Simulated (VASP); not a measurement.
# C (P6_3/mmc) in VASP: a series of runs, part 2 of 2

VASP 6.6.1. Earlier steps stand in the parts before.

## Step 3: Single point, PBE exchange alone

This run uses another cell than the first one, of 5.90 Å³/atom.

The input, INCAR:

```
PREC = Accurate
ENCUT = 520
EDIFF = 1E-6
ISMEAR = -1
SIGMA = 0.05
LREAL = F
LASPH = T
NELM = 80
ALGO = Normal
ISIF = 2
LWAVE = F
LCHARG = F
GGA = PE
ALDAC = 0.0
AGGAC = 0.0
NBANDS = 26
```

The input, KPOINTS:

```
regular mesh
0
Gamma
  12 12 4
```

The input, POSCAR:

```
C
1.0
    2.5552893324      0.0000000000      0.0000000000
   -1.2776446662      2.2129454759      0.0000000000
    0.0000000000      0.0000000000      8.3454953252
C
8
Direct
    0.6666666667      0.3333333333      0.8437500000
    0.3333333333      0.6666666667      0.3437500000
    0.6666666667      0.3333333333      0.6562500000
    0.3333333333      0.6666666667      0.1562500000
    0.0000000000      0.0000000000      0.9062500000
    0.0000000000      0.0000000000      0.4062500000
    0.0000000000      0.0000000000      0.5937500000
    0.0000000000      0.0000000000      0.0937500000
```

Potentials or basis: VASP PAW PBE potentials, release 64 (C).

The run is started by

```bash
> cat potpaw_PBE.64/C/POTCAR > POTCAR
> mpirun -np 1 vasp_std > vasp.out
```

OUTCAR:

```text
PREC = Accurate
   ENCUT = 520
   EDIFF = 1E-6
   ISMEAR = -1
   LREAL = F
   LASPH = T
   NELM = 80
   ISIF = 2
   GGA = PE

 ion  position               nearest neighbor table
   1  0.667  0.333  0.844-   3 1.56   5 1.56   5 1.56   5 1.56
   2  0.333  0.667  0.344-   4 1.56   6 1.56   6 1.56   6 1.56
   3  0.667  0.333  0.656-   1 1.56   7 1.56   7 1.56   7 1.56
   4  0.333  0.667  0.156-   2 1.56   8 1.56   8 1.56   8 1.56
   5  0.000  0.000  0.906-   8 1.56   1 1.56   1 1.56   1 1.56
   6  0.000  0.000  0.406-   7 1.56   2 1.56   2 1.56   2 1.56
   7  0.000  0.000  0.594-   6 1.56   3 1.56   3 1.56   3 1.56
   8  0.000  0.000  0.094-   5 1.56   4 1.56   4 1.56   4 1.56

  LATTYP: Found a hexagonal cell.
 ALAT       =     2.5552893324
 C/A-ratio  =     3.2659688355

  Lattice vectors:

 A1 = (   2.5552893324,   0.0000000000,   0.0000000000)
 A2 = (  -1.2776446662,   2.2129454759,   0.0000000000)
 A3 = (   0.0000000000,   0.0000000000,   8.3454953252)

Analysis of symmetry for initial positions (statically):
=====================================================================
 Subroutine PRICEL returns:
 Original cell was already a primitive cell.

 Routine SETGRP: Setting up the symmetry group for a
 hexagonal supercell.

 Subroutine GETGRP returns: Found 24 space group operations
 (whereof 12 operations were pure point group operations)
 out of a pool of 24 trial point group operations.

The static configuration has the point symmetry D_3d.
 The point group associated with its full space group is D_6h.

Analysis of symmetry for dynamics (positions and initial velocities):
=====================================================================
 Subroutine PRICEL returns:
 Original cell was already a primitive cell.

 Routine SETGRP: Setting up the symmetry group for a
 hexagonal supercell.

[... 140 lines left out ...]
  Thomas-Fermi vector in A             =   2.557246
   LORBIT       =      0    0 simple, 1 ext, 2 COOP (PROOUT), +10 PAW based schemes
   GGA     = PE    functional components
   LHFCALC =     F    Hartree Fock is set to
   AEXX    =    0.0000 exact exchange contribution
   IVDW    =     0    specifies the selected vdW correction
   LEPSILON=     F    determine dielectric tensor
   LRPA    =     F    only Hartree local field effects (RPA)
 non-spin polarized calculation
  energy-cutoff  :      520.00
  volume of cell :       47.19
 maximum number of plane-waves:      1288
 NGX is ok and might be reduce to    20
   NGX =  9   NGY =  9   NGZ = 31

 number of electron      31.9999995 magnetization

 Free energy of the ion-electron system (eV)
  ---------------------------------------------------
  ext. energy  EPLUGINS =         0.00000000
  ---------------------------------------------------
  free energy    TOTEN  =       -58.51277177 eV

  energy without entropy =      -58.51277177  energy(sigma->0) =      -58.51277177

 E-fermi :  11.8187     XC(G=0): -11.1499

 val. band max:       10.7952260926   @ k =   0.0000   0.0000   0.0000
 cond. band min:      15.4585808836   @ k =   0.4167   0.0000   0.0000
 fundamental gap:      4.6633547910
 Fermi energy:        11.8187175358

 k-point     1 :       0.0000    0.0000    0.0000
  band No.  band energies     occupation
      1     -10.0528      2.00000
      2      -8.4186      2.00000
      3      -8.3712      2.00000
      4      -4.5541      2.00000
      5      -2.0438      2.00000
      6       4.3838      2.00000
[... 685 lines left out ...]
     25      21.0447      0.00000
     26      22.8687      0.00000

 [... further k-points ...]

------------------------ aborting loop because EDIFF is reached ----------------------------------------

  FORCE on cell =-STRESS in cart. coord.  units (eV):
  Direction    XX          YY          ZZ          XY          YZ          ZX
  --------------------------------------------------------------------------------------
  -------------------------------------------------------------------------------------
  Total        3.4202651      3.4202651      6.7587654      0.0000000     -0.0000000      0.0000000
  in kB      116.1201112    116.1201112    229.4642535      0.0000000     -0.0000000      0.0000000
  external PRESSURE =     153.9014920 kB  Pullay stress =       0.0000000 kB

 VOLUME and BASIS-vectors are now :
 -----------------------------------------------------------------------------
  energy-cutoff  :      520.00
  volume of cell :       47.19
      direct lattice vectors                 reciprocal lattice vectors
     2.555289332  0.000000000  0.000000000     0.391345116  0.225943208  0.000000000
    -1.277644666  2.212945476  0.000000000     0.000000000  0.451886416  0.000000000
     0.000000000  0.000000000  8.345495325     0.000000000  0.000000000  0.119825123

 POSITION                                       TOTAL-FORCE (eV/Angst)
 -----------------------------------------------------------------------------------
      1.27764      0.73765      7.04151        -0.000000      0.000000      0.289534
     -0.00000      1.47530      2.86876         0.000000      0.000000      0.289534
      1.27764      0.73765      5.47673        -0.000000     -0.000000     -0.289534
     -0.00000      1.47530      1.30398         0.000000     -0.000000     -0.289534
      0.00000      0.00000      7.56311         0.000000      0.000000      0.322593
      0.00000      0.00000      3.39036         0.000000      0.000000      0.322593
      0.00000      0.00000      4.95514        -0.000000     -0.000000     -0.322593
      0.00000      0.00000      0.78239         0.000000      0.000000     -0.322593
 -----------------------------------------------------------------------------------
    total drift:                               -0.000000      0.000000      0.000000

  FREE ENERGIE OF THE ION-ELECTRON SYSTEM (eV)
  ---------------------------------------------------
  free  energy   TOTEN  =       -58.5127717746 eV

  energy  without entropy=      -58.5127717746  energy(sigma->0) =      -58.51277177
```

stdout:

```text
POSCAR found type information on POSCAR C
 POSCAR found :  1 types and       8 ions
 scaLAPACK will be used
 LDA part: xc-table for (Slater+PW92), standard interpolation
 POSCAR, INCAR and KPOINTS ok, starting setup
 FFT: planning ... GRIDC
 FFT: planning ... GRID_SOFT
 FFT: planning ... GRID
 WAVECAR not read
 entering main loop
```

Run time: 25 s. Hardware: 1 thread of Intel Xeon 6975P-C (Granite Rapids), shared host; peak memory 0.18 GiB.

What came out:

- Free energy: -58.5128 eV
- Pressure: 15.4 GPa
- Largest force: 0.323 eV/Å
- Band gap on the k mesh: 4.66 eV (least direct gap 5.24 eV)

Forces on the atoms (eV/Å):
```
C    0.000  0.000  0.290
C    0.000  0.000  0.290
C    0.000  0.000 -0.290
C    0.000  0.000 -0.290
C    0.000  0.000  0.323
C    0.000  0.000  0.323
C    0.000  0.000 -0.323
C    0.000  0.000 -0.323
```

Levels at points of the mesh, in eV from the valence-band top:
```csv
k point,band 13,band 14,band 15,band 16,band 17,band 18,band 19,band 20
"(0.00, 0.00, 0.00)",-1.64,-0.20,0.00,0.00,5.24,5.24,5.73,7.01
"(0.50, 0.00, 0.00)",-4.72,-4.32,-3.49,-2.78,4.74,5.78,6.07,6.24
"(0.00, 0.00, 0.50)",-0.63,-0.63,-0.63,-0.63,5.99,5.99,5.99,5.99
"(0.50, 0.00, 0.50)",-4.44,-4.44,-3.45,-3.45,5.08,5.08,7.30,7.30
```

Caveat: the cell stands under pressure.

## Step 4: Single point, RPBE

This run uses another cell than the first one, of 6.01 Å³/atom.

INCAR: that of step 3 with these lines changed.

```diff
@@ -11,6 +11,6 @@
 LWAVE = F
-LCHARG = F
-GGA = PE
-ALDAC = 0.0
-AGGAC = 0.0
+LCHARG = T
+GGA = RP
+LELF = T
+LVHAR = T
 NBANDS = 26
```

The input, KPOINTS:

```
Automatic mesh
0
Gamma
  12 12 4
```

POSCAR: that of step 3 with these lines changed.

```diff
@@ -2,5 +2,5 @@
 1.0
-    2.5552893324      0.0000000000      0.0000000000
-   -1.2776446662      2.2129454759      0.0000000000
-    0.0000000000      0.0000000000      8.3454953252
+    2.5715654994      0.0000000000      0.0000000000
+   -1.2857827497      2.2270410500      0.0000000000
+    0.0000000000      0.0000000000      8.3986527796
 C
```

Potentials or basis: VASP PAW PBE potentials, release 64 (C).

The run is started by

```bash
> cat potpaw_PBE.64/C/POTCAR > POTCAR
> mpirun -np 1 vasp_std > vasp.out
```

OUTCAR:

```text
PREC = Accurate
   ENCUT = 520
   EDIFF = 1E-6
   ISMEAR = -1
   LREAL = F
   LASPH = T
   NELM = 80
   ISIF = 2
   GGA = RP

 ion  position               nearest neighbor table
   1  0.667  0.333  0.844-   3 1.57   5 1.57   5 1.57   5 1.57
   2  0.333  0.667  0.344-   4 1.57   6 1.57   6 1.57   6 1.57
   3  0.667  0.333  0.656-   1 1.57   7 1.57   7 1.57   7 1.57
   4  0.333  0.667  0.156-   2 1.57   8 1.57   8 1.57   8 1.57
   5  0.000  0.000  0.906-   8 1.57   1 1.57   1 1.57   1 1.57
   6  0.000  0.000  0.406-   7 1.57   2 1.57   2 1.57   2 1.57
   7  0.000  0.000  0.594-   6 1.57   3 1.57   3 1.57   3 1.57
   8  0.000  0.000  0.094-   5 1.57   4 1.57   4 1.57   4 1.57

  LATTYP: Found a hexagonal cell.
 ALAT       =     2.5715654994
 C/A-ratio  =     3.2659688355

  Lattice vectors:

 A1 = (   2.5715654994,   0.0000000000,   0.0000000000)
 A2 = (  -1.2857827497,   2.2270410500,   0.0000000000)
 A3 = (   0.0000000000,   0.0000000000,   8.3986527796)

Analysis of symmetry for initial positions (statically):
=====================================================================
 Subroutine PRICEL returns:
 Original cell was already a primitive cell.

 Routine SETGRP: Setting up the symmetry group for a
 hexagonal supercell.

 Subroutine GETGRP returns: Found 24 space group operations
 (whereof 12 operations were pure point group operations)
 out of a pool of 24 trial point group operations.

The static configuration has the point symmetry D_3d.
 The point group associated with its full space group is D_6h.

Analysis of symmetry for dynamics (positions and initial velocities):
=====================================================================
 Subroutine PRICEL returns:
 Original cell was already a primitive cell.

 Routine SETGRP: Setting up the symmetry group for a
 hexagonal supercell.

[... 140 lines left out ...]
  Thomas-Fermi vector in A             =   2.549140
   LORBIT       =      0    0 simple, 1 ext, 2 COOP (PROOUT), +10 PAW based schemes
   GGA     = RP    functional components
   LHFCALC =     F    Hartree Fock is set to
   AEXX    =    0.0000 exact exchange contribution
   IVDW    =     0    specifies the selected vdW correction
   LEPSILON=     F    determine dielectric tensor
   LRPA    =     F    only Hartree local field effects (RPA)
 non-spin polarized calculation
  energy-cutoff  :      520.00
  volume of cell :       48.10
 maximum number of plane-waves:      1320
 NGX is ok and might be reduce to    20
   NGX =  9   NGY =  9   NGZ = 31

 number of electron      31.9999997 magnetization

 Free energy of the ion-electron system (eV)
  ---------------------------------------------------
  ext. energy  EPLUGINS =         0.00000000
  ---------------------------------------------------
  free energy    TOTEN  =       -68.76654415 eV

  energy without entropy =      -68.76654415  energy(sigma->0) =      -68.76654415

 E-fermi :  10.1363     XC(G=0): -12.8656

 val. band max:        9.1518070093   @ k =   0.0000   0.0000   0.0000
 cond. band min:      13.4291123177   @ k =   0.4167   0.0000   0.0000
 fundamental gap:      4.2773053083
 Fermi energy:        10.1363297163

 k-point     1 :       0.0000    0.0000    0.0000
  band No.  band energies     occupation
      1     -11.7730      2.00000
      2     -10.1461      2.00000
      3     -10.0983      2.00000
      4      -6.3074      2.00000
      5      -3.7612      2.00000
      6       2.6614      2.00000
[... 685 lines left out ...]
     25      19.2110      0.00000
     26      20.9049      0.00000

 [... further k-points ...]

------------------------ aborting loop because EDIFF is reached ----------------------------------------

  FORCE on cell =-STRESS in cart. coord.  units (eV):
  Direction    XX          YY          ZZ          XY          YZ          ZX
  --------------------------------------------------------------------------------------
  -------------------------------------------------------------------------------------
  Total       -5.4956888     -5.4956888     -2.3550718      0.0000000      0.0000000      0.0000000
  in kB     -183.0616102   -183.0616102    -78.4475337      0.0000000      0.0000000      0.0000000
  external PRESSURE =    -148.1902514 kB  Pullay stress =       0.0000000 kB

 VOLUME and BASIS-vectors are now :
 -----------------------------------------------------------------------------
  energy-cutoff  :      520.00
  volume of cell :       48.10
      direct lattice vectors                 reciprocal lattice vectors
     2.571565499  0.000000000  0.000000000     0.388868182  0.224513149  0.000000000
    -1.285782750  2.227041050  0.000000000     0.000000000  0.449026299  0.000000000
     0.000000000  0.000000000  8.398652780     0.000000000  0.000000000  0.119066715

 POSITION                                       TOTAL-FORCE (eV/Angst)
 -----------------------------------------------------------------------------------
      1.28578      0.74235      7.08636         0.000000     -0.000000      0.289002
     -0.00000      1.48469      2.88704        -0.000000      0.000000      0.289002
      1.28578      0.74235      5.51162        -0.000000     -0.000000     -0.289002
     -0.00000      1.48469      1.31229        -0.000000      0.000000     -0.289002
      0.00000      0.00000      7.61128         0.000000     -0.000000      0.291348
      0.00000      0.00000      3.41195        -0.000000     -0.000000      0.291348
      0.00000      0.00000      4.98670         0.000000      0.000000     -0.291348
      0.00000      0.00000      0.78737         0.000000      0.000000     -0.291348
 -----------------------------------------------------------------------------------
    total drift:                               -0.000000      0.000000      0.000000

  FREE ENERGIE OF THE ION-ELECTRON SYSTEM (eV)
  ---------------------------------------------------
  free  energy   TOTEN  =       -68.7665441468 eV

  energy  without entropy=      -68.7665441468  energy(sigma->0) =      -68.76654415
```

OSZICAR:

```text
N       E                     dE             d eps       ncg     rms          rms(c)
DAV:   1     0.635588898509E+02    0.63559E+02   -0.16395E+04  2964   0.119E+03
DAV:   2    -0.656180381574E+02   -0.12918E+03   -0.12096E+03  3894   0.223E+02
DAV:   3    -0.705755231597E+02   -0.49575E+01   -0.49164E+01  4032   0.385E+01
DAV:   4    -0.706231161009E+02   -0.47593E-01   -0.47518E-01  3808   0.414E+00
DAV:   5    -0.706239904195E+02   -0.87432E-03   -0.87393E-03  3934   0.522E-01    0.106E+01
DAV:   6    -0.692145195223E+02    0.14095E+01   -0.89712E-01  3428   0.501E+00    0.639E+00
DAV:   7    -0.687598015262E+02    0.45472E+00   -0.11511E+00  3494   0.596E+00    0.119E+00
DAV:   8    -0.687659625894E+02   -0.61611E-02   -0.31062E-02  3818   0.936E-01    0.113E-01
DAV:   9    -0.687664152290E+02   -0.45264E-03   -0.99150E-04  3880   0.195E-01    0.427E-02
DAV:  10    -0.687665390007E+02   -0.12377E-03   -0.16186E-04  3676   0.872E-02    0.126E-02
DAV:  11    -0.687665436446E+02   -0.46439E-05   -0.86307E-06  3806   0.195E-02    0.277E-03
DAV:  12    -0.687665441468E+02   -0.50225E-06   -0.23351E-07  2692   0.335E-03
   1 F= -.68766544E+02 E0= -.68766544E+02  d E =-.220748E-10
```

It took 26 s on 1 thread of Intel Xeon 6975P-C (Granite Rapids), shared host; peak memory 0.19 GiB.

Results:

```
Free energy            : -68.7665 eV
Pressure               : -14.8 GPa
Largest force          : 0.291 eV/Å
Band gap on the k mesh : 4.28 eV (least direct gap 5.06 eV)
```

Forces in eV/Å, atoms in the order of the input:
```
C    0.000  0.000  0.289
C    0.000  0.000  0.289
C    0.000  0.000 -0.289
C    0.000  0.000 -0.289
C    0.000  0.000  0.291
C    0.000  0.000  0.291
C    0.000  0.000 -0.291
C    0.000  0.000 -0.291
```

Caveat: the cell stands under tension; the PAW data sets were made with another functional, which shifts forces and pressure a little.

## Step 5: The runs side by side

```tsv
level	spin	cell	cutoff (eV)	smearing	gap on the mesh (eV)	pressure (GPa)	largest force (eV/Å)
pbesol exchange, pbe correlation	collinear	a = 2.502, b = 2.502, c = 8.255 Å, angles 90.0, 90.0, 120.0°, 8 atoms, atomic positions A	600	fermi-dirac 0.15 eV	4.34	0.5	-
PBE exchange alone	off	a = 2.555, b = 2.555, c = 8.345 Å, angles 90.0, 90.0, 120.0°, 8 atoms, atomic positions B	520	fermi-dirac 0.05 eV	4.66	15.4	0.32
RPBE	off	a = 2.572, b = 2.572, c = 8.399 Å, angles 90.0, 90.0, 120.0°, 8 atoms, atomic positions B	520	fermi-dirac 0.05 eV	4.28	-14.8	0.29
```

Alike in all rows: task single point; potentials or basis VASP PAW PBE potentials, release 64 (C); k mesh 12 × 12 × 4.

Caveats: the PAW data sets were made with another functional, which shifts forces and pressure a little (at least some runs); the cell stands under pressure (at least some runs); the cell stands under tension (at least some runs).

Total energies depend on the potentials used, so only differences within one code and one set of settings carry meaning.
